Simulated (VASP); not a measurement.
# NbC2 (I4/mmm) in VASP: single point with PBE

Aim: the single point of NbC2 with PBE.

All numbers are computed with VASP 6.6.1; they aren't measurements. Logs are shortened: lines on timing, memory, paths and dates and some standing lists are left out, and cuts for length are marked.

**1. The cell of the first run**

The structure is tetragonal, space group I4/mmm (No. 139). The conventional cell has a = 5.399 Å, b = 5.399 Å, c = 5.897 Å, α = 90.00°, β = 90.00°, γ = 90.00°. Nb (site symmetry 4/mmm) has 16 C at 2.77 to 3.60 Å and 2 Nb at 2.95 Å within 3.7 Å. Within 2.7 Å of Nb (site symmetry 4/mmm) lie 4 C at 2.06 Å. Within 1.7 Å of C (site symmetry m2m) lie 1 C at 1.27 Å.

**2. Single point, PBE**

Contents of INCAR:

```
PREC = Accurate
ENCUT = 600
EDIFF = 1E-6
ISMEAR = 0
SIGMA = 0.2
LREAL = False
LASPH = True
NELM = 120
ALGO = Normal
ISIF = 2
LWAVE = False
LCHARG = False
GGA = PE
NBANDS = 30
GGA_COMPAT = False
```

Contents of KPOINTS:

```
regular mesh
0
Gamma
  4 4 4
```

Contents of POSCAR:

```
NbC2
1.0
   -2.6995921778      2.6995921778      2.9486689168
    2.6995921778     -2.6995921778      2.9486689168
    2.6995921778      2.6995921778     -2.9486689168
Nb C
2 4
Direct
    0.5000000000      0.5000000000      0.0000000000
    0.0000000000      0.0000000000      0.0000000000
    0.0000000000      0.6175999080      0.6175999080
    0.0000000000      0.3824000920      0.3824000920
    0.3824000920      0.0000000000      0.3824000920
    0.6175999080      0.0000000000      0.6175999080
```

Potentials or basis: VASP PAW PBE potentials, release 64 (Nb_sv, C).

Command:

```bash
$ cat potpaw_PBE.64/Nb_sv/POTCAR potpaw_PBE.64/C/POTCAR > POTCAR
$ mpirun -np 1 vasp_std > vasp.out
```

OUTCAR:

```text
PREC = Accurate
   ENCUT = 600
   EDIFF = 1E-6
   ISMEAR = 0
   LREAL = False
   LASPH = True
   NELM = 120
   ISIF = 2
   GGA = PE

 ion  position               nearest neighbor table
   1  0.500  0.500  0.000-   2 2.95   2 2.95
   2  0.000  0.000  0.000-   3 2.06   4 2.06   5 2.06   6 2.06   1 2.95   1 2.95
   3  0.000  0.618  0.618-   4 1.27   2 2.06
   4  0.000  0.382  0.382-   3 1.27   2 2.06
   5  0.382  0.000  0.382-   6 1.27   2 2.06
   6  0.618  0.000  0.618-   5 1.27   2 2.06

  LATTYP: Found a body centered tetragonal cell.
 ALAT       =     5.3991843556
 C/A-ratio  =     1.0922645802

  Lattice vectors:

 A1 = (  -2.6995921778,   2.6995921778,   2.9486689168)
 A2 = (   2.6995921778,  -2.6995921778,   2.9486689168)
 A3 = (   2.6995921778,   2.6995921778,  -2.9486689168)

Analysis of symmetry for initial positions (statically):
=====================================================================
 Subroutine PRICEL returns:
 Original cell was already a primitive cell.

 Routine SETGRP: Setting up the symmetry group for a
 body centered tetragonal supercell.

 Subroutine GETGRP returns: Found 16 space group operations
 (whereof 16 operations were pure point group operations)
 out of a pool of 16 trial point group operations.

The static configuration has the point symmetry D_4h.

Analysis of symmetry for dynamics (positions and initial velocities):
=====================================================================
 Subroutine PRICEL returns:
 Original cell was already a primitive cell.

 Routine SETGRP: Setting up the symmetry group for a
 body centered tetragonal supercell.

 Subroutine GETGRP returns: Found 16 space group operations
 (whereof 16 operations were pure point group operations)
 out of a pool of 16 trial point group operations.

The dynamic configuration has the point symmetry D_4h.

 Subroutine INISYM returns: Found 16 space group operations
 (whereof 16 operations are pure point group operations),
 and found     1 'primitive' translations

----------------------------------------------------------------------------------------

                                     Primitive cell

  volume of cell :      85.9572

  direct lattice vectors                    reciprocal lattice vectors
    -2.699592178  2.699592178  2.948668917     0.000000000  0.185213161  0.169568037
     2.699592178 -2.699592178  2.948668917     0.185213161  0.000000000  0.169568037
     2.699592178  2.699592178 -2.948668917     0.185213161  0.185213161  0.000000000

  length of vectors
     4.823924153  4.823924153  4.823924153     0.251111995  0.251111995  0.261930964

  position of ions in fractional coordinates (direct lattice)
     0.500000000  0.500000000  0.000000000
     0.000000000  0.000000000  0.000000000
     0.000000000  0.617599908  0.617599908
     0.000000000  0.382400092  0.382400092
     0.382400092  0.000000000  0.382400092
     0.617599908  0.000000000  0.617599908

  ion indices of the primitive-cell ions
   primitive index   ion index
                 1           1
                 2           2
                 3           3
                 4           4
                 5           5
                 6           6

----------------------------------------------------------------------------------------

 KPOINTS: regular mesh

Automatic generation of k-mesh.
 Grid dimensions read from file:
 generate k-points for:    4    4    4

 Generating k-lattice:

  Cartesian coordinates                     Fractional coordinates (reciprocal lattice)
     0.000000000  0.046303290  0.042392009     0.250000000  0.000000000 -0.000000000
     0.046303290  0.000000000  0.042392009     0.000000000  0.250000000 -0.000000000
     0.046303290  0.046303290  0.000000000     0.000000000  0.000000000  0.250000000

  Length of vectors
     0.062777999  0.062777999  0.065482741

  Shift w.r.t. Gamma in fractional coordinates (k-lattice)
     0.000000000  0.000000000  0.000000000

 Subroutine IBZKPT returns following result:
 ===========================================

 Found     13 irreducible k-points:

 Following reciprocal coordinates:
            Coordinates               Weight
  0.000000  0.000000  0.000000      1.000000
  0.250000  0.000000 -0.000000      8.000000
  0.500000  0.000000 -0.000000      4.000000
  0.250000  0.250000 -0.000000      8.000000
  0.500000  0.250000 -0.000000     16.000000
 -0.250000  0.250000  0.000000      4.000000
  0.500000  0.500000 -0.000000      2.000000
  0.250000  0.250000  0.250000      2.000000
 -0.250000  0.250000  0.250000      4.000000
  0.500000  0.500000  0.250000      4.000000
 -0.250000  0.500000  0.250000      8.000000
 -0.250000 -0.250000  0.250000      2.000000
  0.500000  0.500000  0.500000      1.000000
   k-points           NKPTS =     13   k-points in BZ     NKDIM =     13   number of bands    NBANDS=     30
   number of dos      NEDOS =    301   number of ions     NIONS =      6
   total plane-waves  NPLWV =  64000
   dimension x,y,z NGX =    40 NGY =   40 NGZ =   40
   dimension x,y,z NGXF=    80 NGYF=   80 NGZF=   80
   ions per type =               2   4
   NGX,Y,Z   is equivalent  to a cutoff of  13.79, 13.79, 13.79 a.u.
   NGXF,Y,Z  is equivalent  to a cutoff of  27.57, 27.57, 27.57 a.u.
 SYSTEM =  unknown system
   PREC   = accura    normal or accurate (medium, high low for compatibility)
   ISTART =      0    job   : 0-new  1-cont  2-samecut
   ICHARG =      2    charge: 1-file 2-atom 10-const
   ISPIN  =      1    spin polarized calculation?
   LNONCOLLINEAR =      F non collinear calculations
   LSORBIT =      F    spin-orbit coupling
   LASPH  =      T    aspherical Exc in radial PAW
   ENCUT  =  600.0 eV  44.10 Ry    6.64 a.u.   9.63  9.63  9.63*2*pi/ulx,y,z
   NELM   =    120;   NELMIN=  2; NELMDL= -5     # of ELM steps
   EDIFF  = 0.1E-05   stopping-criterion for ELM
   LREAL  =      F    real-space projection
   EDIFFG = 0.1E-04   stopping-criterion for IOM
   NSW    =      0    number of steps for IOM
   IBRION =     -1    ionic relax: 0-MD 1-quasi-New 2-CG
   NFREE  =      0    steps in history (QN), initial steepest desc. (CG)
   ISIF   =      2    stress and relaxation
   ISYM   =      2    0-nonsym 1-usesym 2-fastsym
   POTIM  = 0.5000    time-step for ionic-motion
   TEBEG  =    0.0;   TEEND  =   0.0 temperature during run
   PSTRESS=    0.0 pullay stress
   NELECT =      42.0000    total number of electrons
   NUPDOWN=      -1.0000    fix difference up-down
   EMIN   =  10.00;   EMAX   =-10.00  energy-range for DOS
   EFERMI =   0.00;   METHOD = LEGACY
   ISMEAR =     0;   SIGMA  =   0.20  broadening in eV -4-tet -1-fermi 0-gaus
   EFERMI_NEDOS =   21; number of points for ismear=-14 and -15
   IALGO  =     38    algorithm
   IMIX   =      4    mixing-type and parameters
     AMIX     =   0.40;   BMIX     =  1.00
     AMIX_MAG =   1.60;   BMIX_MAG =  1.00
  volume/ion in A,a.u.               =      14.33        96.68
  Fermi-wavevector in a.u.,A,eV,Ry     =   1.289428  2.436666 22.621386  1.662625
  Thomas-Fermi vector in A             =   2.421322
   LORBIT       =      0    0 simple, 1 ext, 2 COOP (PROOUT), +10 PAW based schemes
   GGA     = PE    functional components
   LHFCALC =     F    Hartree Fock is set to
   AEXX    =    0.0000 exact exchange contribution
   IVDW    =     0    specifies the selected vdW correction
   LEPSILON=     F    determine dielectric tensor
   LRPA    =     F    only Hartree local field effects (RPA)
 non-spin polarized calculation
 Gauss-broadening in eV      SIGMA  =   0.20
  energy-cutoff  :      600.00
  volume of cell :       85.96
 maximum number of plane-waves:      2888
 NGX is ok and might be reduce to    40
   NGX = 19   NGY = 19   NGZ = 19

 number of electron      42.0000001 magnetization

 Free energy of the ion-electron system (eV)
  ---------------------------------------------------
  ext. energy  EPLUGINS =         0.00000000
  ---------------------------------------------------
  free energy    TOTEN  =       -49.73462007 eV

  energy without entropy =      -49.66009081  energy(sigma->0) =      -49.69735544

 E-fermi :   5.9847     XC(G=0): -10.6938

 val. band max:        5.9318721857   @ k =  -0.2500   0.5000   0.2500
 cond. band min:       6.0109518854   @ k =  -0.2500  -0.2500   0.2500
 fundamental gap:      0.0790796997
 Fermi energy:         5.9846809012

 k-point     1 :       0.0000    0.0000    0.0000
  band No.  band energies     occupation
      1     -50.1091      2.00000
      2     -48.7106      2.00000
      3     -26.2025      2.00000
      4     -26.2025      2.00000
      5     -25.9433      2.00000
      6     -24.9247      2.00000
[... 22 lines left out ...]
     29      12.2125      0.00000
     30      12.7818      0.00000

 k-point     2 :       0.2500    0.0000   -0.0000
  band No.  band energies     occupation
      1     -50.1086      2.00000
      2     -48.7112      2.00000
      3     -26.2039      2.00000
      4     -26.2031      2.00000
      5     -25.9043      2.00000
      6     -24.9265      2.00000
[... 22 lines left out ...]
     29      11.4671      0.00000
     30      12.1578      0.00000

 k-point     3 :       0.5000    0.0000   -0.0000
  band No.  band energies     occupation
      1     -50.1082      2.00000
      2     -48.7117      2.00000
      3     -26.2052      2.00000
      4     -26.2037      2.00000
      5     -25.8620      2.00000
      6     -24.9283      2.00000
[... 22 lines left out ...]
     29      10.8778      0.00000
     30      11.5995      0.00000

 k-point     4 :       0.2500    0.2500   -0.0000
  band No.  band energies     occupation
      1     -50.1082      2.00000
      2     -48.7117      2.00000
      3     -26.2052      2.00000
      4     -26.2045      2.00000
      5     -25.8620      2.00000
      6     -24.9274      2.00000
[... 253 lines left out ...]
     29      11.0541      0.00000
     30      11.8586      0.00000

 k-point    12 :      -0.2500   -0.2500    0.2500
  band No.  band energies     occupation
      1     -50.1082      2.00000
      2     -48.7117      2.00000
      3     -26.2042      2.00000
      4     -26.2042      2.00000
      5     -25.8621      2.00000
      6     -24.9259      2.00000
[... 22 lines left out ...]
     29      12.0097      0.00000
     30      12.9599      0.00000

 k-point    13 :       0.5000    0.5000    0.5000
  band No.  band energies     occupation
      1     -50.1087      2.00000
      2     -48.7107      2.00000
      3     -26.2078      2.00000
      4     -26.2078      2.00000
      5     -25.9507      2.00000
      6     -24.9246      2.00000
[... 22 lines left out ...]
     29      11.8185      0.00000
     30      12.5169      0.00000

------------------------ aborting loop because EDIFF is reached ----------------------------------------

  FORCE on cell =-STRESS in cart. coord.  units (eV):
  Direction    XX          YY          ZZ          XY          YZ          ZX
  --------------------------------------------------------------------------------------
  -------------------------------------------------------------------------------------
  Total       -0.1448843     -0.1448843     -0.0668544      0.0000000      0.0000000      0.0000000
  in kB       -2.7005328     -2.7005328     -1.2461150      0.0000000      0.0000000      0.0000000
  external PRESSURE =      -2.2157269 kB  Pullay stress =       0.0000000 kB

 VOLUME and BASIS-vectors are now :
 -----------------------------------------------------------------------------
  energy-cutoff  :      600.00
  volume of cell :       85.96
      direct lattice vectors                 reciprocal lattice vectors
    -2.699592178  2.699592178  2.948668917     0.000000000  0.185213161  0.169568037
     2.699592178 -2.699592178  2.948668917     0.185213161  0.000000000  0.169568037
     2.699592178  2.699592178 -2.948668917     0.185213161  0.185213161  0.000000000

 POSITION                                       TOTAL-FORCE (eV/Angst)
 -----------------------------------------------------------------------------------
      0.00000      0.00000      2.94867         0.000000     -0.000000      0.000000
      0.00000      0.00000      0.00000        -0.000000      0.000000      0.000000
      3.33454      0.00000      0.00000         0.105355      0.000000      0.000000
      2.06465      0.00000      0.00000        -0.105355      0.000000      0.000000
      0.00000      2.06465      0.00000         0.000000     -0.105355      0.000000
      0.00000      3.33454      0.00000         0.000000      0.105355      0.000000
 -----------------------------------------------------------------------------------
    total drift:                               -0.000000     -0.000000      0.000000

  FREE ENERGIE OF THE ION-ELECTRON SYSTEM (eV)
  ---------------------------------------------------
  free  energy   TOTEN  =       -49.7346200655 eV

  energy  without entropy=      -49.6600908102  energy(sigma->0) =      -49.69735544
```

Run time: 34 s. Hardware: 1 thread of Intel Xeon 6975P-C (Granite Rapids), shared host; peak memory 0.24 GiB.

Results:

| Quantity | Value |
| --- | --- |
| Free energy | -49.7346 eV |
| Pressure | -0.2 GPa |
| Largest force | 0.105 eV/Å |
| Band gap on the k mesh | zero (band 21 reaches 6.50 eV, above the bottom of band 22 at 4.87 eV) |

Forces in eV/Å, atoms in the order of the input:
```
Nb   0.000  0.000  0.000
Nb   0.000  0.000  0.000
C    0.105  0.000  0.000
C   -0.105  0.000  0.000
C    0.000 -0.105  0.000
C    0.000  0.105  0.000
```

Stress tensor (GPa, compression positive):
```
-0.27  0.00  0.00
 0.00 -0.27  0.00
 0.00  0.00 -0.12
```

Caveat: the k points lie up to 0.41 Å⁻¹ apart.
